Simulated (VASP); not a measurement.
# Os (Fd-3m) in VASP: further runs

Runs on Os. Level: PBE. Tasks: single point, relaxation of cell and atoms.

Program: VASP 6.6.1. These are calculated values, not measurements. Logs are shortened: lines on timing, memory, paths and dates and some standing lists are left out, and cuts for length are marked.

### 1 The cell of the first run

It takes space group Fd-3m (No. 227, cubic). Conventional cell: a = 5.555 Å, b = 5.555 Å, c = 5.555 Å, α = 90.00°, β = 90.00°, γ = 90.00°. Os (site symmetry -43m) has 4 Os at 2.41 Å within 3.2 Å.

### 2 Single point, PBE

File INCAR:

```
ALGO = Normal
EDIFF = 1E-6
ENCUT = 500
GGA = PE
GGA_COMPAT = F
ISIF = 2
ISMEAR = -1
LASPH = T
LCHARG = F
LREAL = F
LWAVE = F
NBANDS = 23
NELM = 120
PREC = Accurate
SIGMA = 0.05
```

File KPOINTS:

```
k-points
0
Gamma
  7 7 7
```

File POSCAR:

```
Os
1.0
    0.0000000000      2.7776647402      2.7776647402
    2.7776647402      0.0000000000      2.7776647402
    2.7776647402      2.7776647402      0.0000000000
Os
2
Direct
    0.0000000000      0.0000000000      0.0000000000
    0.2500000000      0.2500000000      0.2500000000
```

Potentials or basis: VASP PAW PBE potentials, release 64 (Os_sv_GW).

The run is started by

```bash
> cat potpaw_PBE.64/Os_sv_GW/POTCAR > POTCAR
> mpirun -np 1 vasp_std > vasp.out
```

OUTCAR:

```text
EDIFF = 1E-6
   ENCUT = 500
   GGA = PE
   ISIF = 2
   ISMEAR = -1
   LASPH = T
   LREAL = F
   NELM = 120
   PREC = Accurate

 ion  position               nearest neighbor table
   1  0.000  0.000  0.000-   2 2.41   2 2.41   2 2.41   2 2.41
   2  0.250  0.250  0.250-   1 2.41   1 2.41   1 2.41   1 2.41

  LATTYP: Found a face centered cubic cell.
 ALAT       =     5.5553294804

  Lattice vectors:

 A1 = (   0.0000000000,   2.7776647402,   2.7776647402)
 A2 = (   2.7776647402,   0.0000000000,   2.7776647402)
 A3 = (   2.7776647402,   2.7776647402,   0.0000000000)

Analysis of symmetry for initial positions (statically):
=====================================================================
 Subroutine PRICEL returns:
 Original cell was already a primitive cell.

 Routine SETGRP: Setting up the symmetry group for a
 face centered cubic supercell.

 Subroutine GETGRP returns: Found 48 space group operations
 (whereof 24 operations were pure point group operations)
 out of a pool of 48 trial point group operations.

The static configuration has the point symmetry T_d .
 The point group associated with its full space group is O_h .

Analysis of symmetry for dynamics (positions and initial velocities):
=====================================================================
 Subroutine PRICEL returns:
 Original cell was already a primitive cell.

 Routine SETGRP: Setting up the symmetry group for a
 face centered cubic supercell.

 Subroutine GETGRP returns: Found 48 space group operations
 (whereof 24 operations were pure point group operations)
 out of a pool of 48 trial point group operations.

The dynamic configuration has the point symmetry T_d .
 The point group associated with its full space group is O_h .

 Subroutine INISYM returns: Found 48 space group operations
 (whereof 24 operations are pure point group operations),
 and found     1 'primitive' translations

----------------------------------------------------------------------------------------

                                     Primitive cell

  volume of cell :      42.8617

  direct lattice vectors                    reciprocal lattice vectors
     0.000000000  2.777664740  2.777664740    -0.180007325  0.180007325  0.180007325
     2.777664740  0.000000000  2.777664740     0.180007325 -0.180007325  0.180007325
     2.777664740  2.777664740  0.000000000     0.180007325  0.180007325 -0.180007325

  length of vectors
     3.928211147  3.928211147  3.928211147     0.311781833  0.311781833  0.311781833

  position of ions in fractional coordinates (direct lattice)
     0.000000000  0.000000000  0.000000000
     0.250000000  0.250000000  0.250000000

  ion indices of the primitive-cell ions
   primitive index   ion index
                 1           1
                 2           2

----------------------------------------------------------------------------------------

 KPOINTS: k-points

Automatic generation of k-mesh.
 Grid dimensions read from file:
 generate k-points for:    7    7    7

 Generating k-lattice:

  Cartesian coordinates                     Fractional coordinates (reciprocal lattice)
    -0.025715332  0.025715332  0.025715332     0.142857143  0.000000000  0.000000000
     0.025715332 -0.025715332  0.025715332     0.000000000  0.142857143  0.000000000
     0.025715332  0.025715332 -0.025715332     0.000000000  0.000000000  0.142857143

  Length of vectors
     0.044540262  0.044540262  0.044540262

  Shift w.r.t. Gamma in fractional coordinates (k-lattice)
     0.000000000  0.000000000  0.000000000

 Subroutine IBZKPT returns following result:
 ===========================================

 Found     20 irreducible k-points:

 Following reciprocal coordinates:
            Coordinates               Weight
  0.000000  0.000000  0.000000      1.000000
  0.142857  0.000000  0.000000      8.000000
  0.285714  0.000000  0.000000      8.000000
  0.428571  0.000000  0.000000      8.000000
  0.142857  0.142857  0.000000      6.000000
  0.285714  0.142857  0.000000     24.000000
[... 12 lines left out ...]
 -0.428571  0.428571  0.142857     24.000000
 -0.285714  0.428571  0.142857     24.000000
   k-points           NKPTS =     20   k-points in BZ     NKDIM =     20   number of bands    NBANDS=     23
   number of dos      NEDOS =    301   number of ions     NIONS =      2
   total plane-waves  NPLWV =  27000
   dimension x,y,z NGX =    30 NGY =   30 NGZ =   30
   dimension x,y,z NGXF=    60 NGYF=   60 NGZF=   60
   ions per type =               2
   NGX,Y,Z   is equivalent  to a cutoff of  12.70, 12.70, 12.70 a.u.
   NGXF,Y,Z  is equivalent  to a cutoff of  25.39, 25.39, 25.39 a.u.
 SYSTEM =  unknown system
   PREC   = accura    normal or accurate (medium, high low for compatibility)
   ISTART =      0    job   : 0-new  1-cont  2-samecut
   ICHARG =      2    charge: 1-file 2-atom 10-const
   ISPIN  =      1    spin polarized calculation?
   LNONCOLLINEAR =      F non collinear calculations
   LSORBIT =      F    spin-orbit coupling
   LASPH  =      T    aspherical Exc in radial PAW
   ENCUT  =  500.0 eV  36.75 Ry    6.06 a.u.   7.16  7.16  7.16*2*pi/ulx,y,z
   NELM   =    120;   NELMIN=  2; NELMDL= -5     # of ELM steps
   EDIFF  = 0.1E-05   stopping-criterion for ELM
   LREAL  =      F    real-space projection
   EDIFFG = 0.1E-04   stopping-criterion for IOM
   NSW    =      0    number of steps for IOM
   IBRION =     -1    ionic relax: 0-MD 1-quasi-New 2-CG
   NFREE  =      0    steps in history (QN), initial steepest desc. (CG)
   ISIF   =      2    stress and relaxation
   ISYM   =      2    0-nonsym 1-usesym 2-fastsym
   POTIM  = 0.5000    time-step for ionic-motion
   TEBEG  =    0.0;   TEEND  =   0.0 temperature during run
   PSTRESS=    0.0 pullay stress
   NELECT =      32.0000    total number of electrons
   NUPDOWN=      -1.0000    fix difference up-down
   EMIN   =  10.00;   EMAX   =-10.00  energy-range for DOS
   EFERMI =   0.00;   METHOD = LEGACY
   ISMEAR =    -1;   SIGMA  =   0.05  broadening in eV -4-tet -1-fermi 0-gaus
   EFERMI_NEDOS =   21; number of points for ismear=-14 and -15
   IALGO  =     38    algorithm
   IMIX   =      4    mixing-type and parameters
     AMIX     =   0.40;   BMIX     =  1.00
     AMIX_MAG =   1.60;   BMIX_MAG =  1.00
  volume/ion in A,a.u.               =      21.43       144.62
  Fermi-wavevector in a.u.,A,eV,Ry     =   1.485143  2.806514 30.009695  2.205650
  Thomas-Fermi vector in A             =   2.598592
   LORBIT       =      0    0 simple, 1 ext, 2 COOP (PROOUT), +10 PAW based schemes
   GGA     = PE    functional components
   LHFCALC =     F    Hartree Fock is set to
   AEXX    =    0.0000 exact exchange contribution
   IVDW    =     0    specifies the selected vdW correction
   LEPSILON=     F    determine dielectric tensor
   LRPA    =     F    only Hartree local field effects (RPA)
 non-spin polarized calculation
  energy-cutoff  :      500.00
  volume of cell :       42.86
 maximum number of plane-waves:      1096
 NGX is ok and might be reduce to    30
   NGX = 15   NGY = 15   NGZ = 15

 number of electron      31.9999998 magnetization

 Free energy of the ion-electron system (eV)
  ---------------------------------------------------
  ext. energy  EPLUGINS =         0.00000000
  ---------------------------------------------------
  free energy    TOTEN  =       -22.13399263 eV

  energy without entropy =      -22.12074855  energy(sigma->0) =      -22.12737059

 E-fermi :   7.1643     XC(G=0): -11.5915

 val. band max:        7.0935346050   @ k =  -0.1429   0.1429   0.0000
 cond. band min:       7.2040805937   @ k =   0.2857   0.1429   0.0000
 fundamental gap:      0.1105459887
 Fermi energy:         7.1643396115

 k-point     1 :       0.0000    0.0000    0.0000
  band No.  band energies     occupation
      1     -79.0851      2.00000
      2     -78.7982      2.00000
      3     -38.8016      2.00000
      4     -38.8016      2.00000
      5     -38.8016      2.00000
      6     -37.9458      2.00000
[... 15 lines left out ...]
     22      19.8129      0.00000
     23      19.8129      0.00000

 k-point     2 :       0.1429    0.0000    0.0000
  band No.  band energies     occupation
      1     -79.0752      2.00000
      2     -78.8086      2.00000
      3     -38.8193      2.00000
      4     -38.8193      2.00000
      5     -38.7952      2.00000
      6     -37.9537      2.00000
[... 15 lines left out ...]
     22      19.5455      0.00000
     23      19.5456      0.00000

 k-point     3 :       0.2857    0.0000    0.0000
  band No.  band energies     occupation
      1     -79.0483      2.00000
      2     -78.8366      2.00000
      3     -38.8579      2.00000
      4     -38.8579      2.00000
      5     -38.7855      2.00000
      6     -37.9681      2.00000
[... 15 lines left out ...]
     22      18.0510      0.00000
     23      18.0510      0.00000

 k-point     4 :       0.4286    0.0000    0.0000
  band No.  band energies     occupation
      1     -79.0196      2.00000
      2     -78.8659      2.00000
      3     -38.8864      2.00000
      4     -38.8864      2.00000
      5     -38.7766      2.00000
      6     -37.9805      2.00000
[... 15 lines left out ...]
     22      17.0623      0.00000
     23      17.0623      0.00000

 k-point     5 :       0.1429    0.1429    0.0000
  band No.  band energies     occupation
      1     -79.0715      2.00000
      2     -78.8125      2.00000
      3     -38.8401      2.00000
      4     -38.8401      2.00000
      5     -38.7600      2.00000
      6     -37.9918      2.00000
[... 15 lines left out ...]
     22      17.9860      0.00000
     23      18.7310      0.00000

 k-point     6 :       0.2857    0.1429    0.0000
  band No.  band energies     occupation
      1     -79.0494      2.00000
      2     -78.8353      2.00000
      3     -38.8815      2.00000
      4     -38.8784      2.00000
      5     -38.7225      2.00000
      6     -38.0319      2.00000
[... 15 lines left out ...]
     22      17.0555      0.00000
     23      17.5791      0.00000

 k-point     7 :       0.4286    0.1429    0.0000
  band No.  band energies     occupation
      1     -79.0185      2.00000
      2     -78.8669      2.00000
      3     -38.9252      2.00000
      4     -38.9055      2.00000
      5     -38.6923      2.00000
      6     -38.0629      2.00000
[... 249 lines left out ...]
     22      12.0199      0.00000
     23      18.3114      0.00000

 k-point    17 :       0.4286    0.2857    0.1429
  band No.  band energies     occupation
      1     -79.0235      2.00000
      2     -78.8618      2.00000
      3     -38.9409      2.00000
      4     -38.9026      2.00000
      5     -38.6547      2.00000
      6     -38.1013      2.00000
[... 15 lines left out ...]
     22      15.5698      0.00000
     23      18.3979      0.00000

 k-point    18 :      -0.4286    0.2857    0.1429
  band No.  band energies     occupation
      1     -78.9937      2.00000
      2     -78.8922      2.00000
      3     -38.9754      2.00000
      4     -38.9290      2.00000
      5     -38.5917      2.00000
      6     -38.1648      2.00000
[... 15 lines left out ...]
     22      14.2000      0.00000
     23      18.8000      0.00000

 k-point    19 :      -0.4286    0.4286    0.1429
  band No.  band energies     occupation
      1     -78.9719      2.00000
      2     -78.9142      2.00000
      3     -38.9810      2.00000
      4     -38.9665      2.00000
      5     -38.4797      2.00000
      6     -38.2814      2.00000
[... 15 lines left out ...]
     22      12.0857      0.00000
     23      19.1406      0.00000

 k-point    20 :      -0.2857    0.4286    0.1429
  band No.  band energies     occupation
      1     -78.9629      2.00000
      2     -78.9232      2.00000
      3     -38.9924      2.00000
      4     -38.9607      2.00000
      5     -38.4687      2.00000
      6     -38.2893      2.00000
[... 15 lines left out ...]
     22      12.3683      0.00000
     23      19.7516      0.00000

------------------------ aborting loop because EDIFF is reached ----------------------------------------

  FORCE on cell =-STRESS in cart. coord.  units (eV):
  Direction    XX          YY          ZZ          XY          YZ          ZX
  --------------------------------------------------------------------------------------
  -------------------------------------------------------------------------------------
  Total       -0.4186651     -0.4186651     -0.4186651      0.0000000      0.0000000     -0.0000000
  in kB      -15.6497656    -15.6497656    -15.6497656      0.0000000      0.0000000     -0.0000000
  external PRESSURE =     -15.6497656 kB  Pullay stress =       0.0000000 kB

 VOLUME and BASIS-vectors are now :
 -----------------------------------------------------------------------------
  energy-cutoff  :      500.00
  volume of cell :       42.86
      direct lattice vectors                 reciprocal lattice vectors
     0.000000000  2.777664740  2.777664740    -0.180007325  0.180007325  0.180007325
     2.777664740  0.000000000  2.777664740     0.180007325 -0.180007325  0.180007325
     2.777664740  2.777664740  0.000000000     0.180007325  0.180007325 -0.180007325

 POSITION                                       TOTAL-FORCE (eV/Angst)
 -----------------------------------------------------------------------------------
      0.00000      0.00000      0.00000        -0.000000     -0.000000     -0.000000
      1.38883      1.38883      1.38883         0.000000      0.000000      0.000000
 -----------------------------------------------------------------------------------
    total drift:                                0.000000     -0.000000      0.000000

  FREE ENERGIE OF THE ION-ELECTRON SYSTEM (eV)
  ---------------------------------------------------
  free  energy   TOTEN  =       -22.1339926260 eV

  energy  without entropy=      -22.1207485525  energy(sigma->0) =      -22.12737059
```

Run time: 13 s. Hardware: 1 thread of AMD EPYC 9R45 (Zen 5), shared host; peak memory 0.14 GiB.

Results:

```yaml
Free_energy: -22.1340 eV
Pressure: -1.6 GPa
Band_gap_on_the_k_mesh: zero (band 16 reaches 7.64 eV, above the bottom of band 17 at 6.64 eV)
```

Caveat: spin-orbit coupling is left out, which moves the levels of the heavy elements.

### 3 Relaxation of cell and atoms, PBE

This run uses another cell than the first one, of 18.19 Å³/atom, 0.849 times its volume.

File INCAR:

```
SYSTEM = Os
ALGO = Normal ; EDIFF = 1E-7
EDIFFG = -0.01 ; ENCUT = 500
GGA = PE ; GGA_COMPAT = .FALSE.
IBRION = 2 ; ISIF = 3
ISMEAR = -1 ; LASPH = .TRUE.
LCHARG = .FALSE. ; LREAL = .FALSE.
LWAVE = .FALSE. ; NELM = 120
NELMIN = 4 ; NSW = 80
PREC = Accurate ; SIGMA = 0.05
```

File KPOINTS:

```
k-points
0
G
  7 7 7
  0 0 0
```

File POSCAR:

```
Os
1.0
    0.0000000000      2.6300000000      2.6300000000
    2.6300000000      0.0000000000      2.6300000000
    2.6300000000      2.6300000000      0.0000000000
Os
2
Direct
    0.0000000000      0.0000000000      0.0000000000
    0.2500000000      0.2500000000      0.2500000000
```

Potentials or basis: VASP PAW PBE potentials, release 64 (Os_sv_GW).

The run is started by

```bash
> cat potpaw_PBE.64/Os_sv_GW/POTCAR > POTCAR
> mpirun -np 1 vasp_std > vasp.out
```

OUTCAR:

```text
SYSTEM = Os
   EDIFF = 1E-7
   EDIFFG = -0.01
   ENCUT = 500
   GGA = PE
   IBRION = 2
   ISIF = 3
   ISMEAR = -1
   LASPH = .TRUE.
   LREAL = .FALSE.
   NELM = 120
   NELMIN = 4
   NSW = 80
   PREC = Accurate

 ion  position               nearest neighbor table
   1  0.000  0.000  0.000-   2 2.28   2 2.28   2 2.28   2 2.28
   2  0.250  0.250  0.250-   1 2.28   1 2.28   1 2.28   1 2.28

  LATTYP: Found a face centered cubic cell.
 ALAT       =     5.2600000000

  Lattice vectors:

 A1 = (   0.0000000000,   2.6300000000,   2.6300000000)
 A2 = (   2.6300000000,   0.0000000000,   2.6300000000)
 A3 = (   2.6300000000,   2.6300000000,   0.0000000000)

Analysis of symmetry for initial positions (statically):
=====================================================================
 Subroutine PRICEL returns:
[... 209 lines left out ...]
 cond. band min:       1.9593876714   @ k =   0.4286   0.0000   0.0000
 fundamental gap:      0.0106958302
 Fermi energy:         1.9520851023

 k-point     1 :       0.0000    0.0000    0.0000
  band No.  band energies     occupation
      1     -83.9365      2.00000
      2     -83.9202      2.00000
      3     -43.3085      2.00000
      4     -43.3085      2.00000
      5     -43.3085      2.00000
      6     -43.1456      2.00000
[... 664 lines left out ...]
--------------------------------------- Ionic step        8  -------------------------------------------

 number of electron      31.9999996 magnetization

 Free energy of the ion-electron system (eV)
  ---------------------------------------------------
  ext. energy  EPLUGINS =         0.00000000
  ---------------------------------------------------
  free energy    TOTEN  =       -22.04413203 eV

  energy without entropy =      -22.03103123  energy(sigma->0) =      -22.03758163

 E-fermi :   7.2524     XC(G=0): -11.6290

 val. band max:        7.1800953339   @ k =  -0.1429   0.1429   0.0000
 cond. band min:       7.2925972045   @ k =   0.2857   0.1429   0.0000
 fundamental gap:      0.1125018706
 Fermi energy:         7.2524448153

 k-point     1 :       0.0000    0.0000    0.0000
  band No.  band energies     occupation
      1     -78.9758      2.00000
      2     -78.6803      2.00000
      3     -38.7273      2.00000
      4     -38.7273      2.00000
      5     -38.7273      2.00000
      6     -37.8545      2.00000
[... 478 lines left out ...]
  FREE ENERGIE OF THE ION-ELECTRON SYSTEM (eV)
  ---------------------------------------------------
  free  energy   TOTEN  =       -22.0441320252 eV

  energy  without entropy=      -22.0310312342  energy(sigma->0) =      -22.03758163

 reached required accuracy - stopping structural energy minimisation
```

OSZICAR:

```text
N       E                     dE             d eps       ncg     rms          rms(c)
DAV:   1     0.312078809530E+03    0.31208E+03   -0.21797E+04   872   0.161E+03
DAV:   2    -0.102372633344E+02   -0.32232E+03   -0.31139E+03  1000   0.494E+02
DAV:   3    -0.223887943784E+02   -0.12152E+02   -0.11769E+02  1000   0.856E+01
[... 94 lines left out ...]
DAV:   5    -0.220441253166E+02   -0.38075E-04   -0.15376E-04   860   0.105E-01    0.905E-02
DAV:   6    -0.220441314035E+02   -0.60870E-05   -0.30079E-05   912   0.409E-02    0.385E-02
DAV:   7    -0.220441318082E+02   -0.40468E-06   -0.98683E-07   700   0.620E-03    0.244E-02
DAV:   8    -0.220441320919E+02   -0.28368E-06   -0.32379E-07   772   0.483E-03    0.413E-03
DAV:   9    -0.220441320252E+02    0.66730E-07   -0.34746E-08   408   0.117E-03
   8 F= -.22044132E+02 E0= -.22037582E+02  d E =-.190688E-03
```

CONTCAR:

```text
Os
   1.00000000000000
    -0.0000000000000000    2.7714007335858639    2.7714007335858639
     2.7714007335858639   -0.0000000000000000    2.7714007335858639
     2.7714007335858639    2.7714007335858639   -0.0000000000000000
  Os
     2
Direct
     0.0000000000000000    0.0000000000000000    0.0000000000000000
     0.2500000000000000    0.2500000000000000    0.2500000000000000

  0.00000000E+00  0.00000000E+00  0.00000000E+00
  0.00000000E+00  0.00000000E+00  0.00000000E+00
```

Run time: 76 s. Hardware: 1 thread of Intel Xeon 6975P-C (Granite Rapids), shared host; peak memory 0.16 GiB.

Results:

```yaml
Free_energy: -22.0441 eV
Relaxed_volume: 21.29 Å³/atom
Relaxed_cell: a = 3.919 Å, b = 3.919 Å, c = 3.919 Å, α = 60.00°, β = 60.00°, γ = 60.00°
Space_group_after_relaxing_to_0.05_Å: Fd-3m (No. 227)
Energy_gained_by_relaxing: 397.5 meV/atom
Ionic_steps: 8
Pressure_after_relaxing: 0.0 GPa
Band_gap_on_the_k_mesh: zero (band 16 reaches 7.73 eV, above the bottom of band 17 at 6.72 eV)
```

The path:
```tsv
step	energy change (eV)	largest force (eV/Å)	pressure (GPa)	volume (Å³)
1	0.0000	0.0000	47.88	36.38
2	4.6043	0.0000	-41.94	73.18
3	-0.6888	0.0000	-11.36	45.38
4	-0.7889	0.0000	-2.97	43.21
5	-0.7949	0.0000	0.10	42.55
6	-0.7947	0.0000	-0.54	42.68
7	-0.7938	0.0000	1.32	42.31
8	-0.7949	0.0000	0.00	42.57
```

Final structure:
```
CELL_PARAMETERS angstrom
0.00000 2.77140 2.77140
2.77140 0.00000 2.77140
2.77140 2.77140 0.00000
ATOMIC_POSITIONS crystal
Os 0.00000 0.00000 0.00000
Os 0.25000 0.25000 0.25000
```

Levels at points of the mesh, in eV from the Fermi level:
| k point | band 13 | band 14 | band 15 | band 16 | band 17 | band 18 | band 19 | band 20 |
| --- | --- | --- | --- | --- | --- | --- | --- | --- |
| (0.00, 0.00, 0.00) | -3.51 | -3.51 | -0.49 | -0.49 | -0.49 | 2.60 | 2.60 | 11.23 |

Caveat: the volume moved by over 15 % at a fixed basis, so the end points are rough; spin-orbit coupling is left out, which moves the levels of the heavy elements.
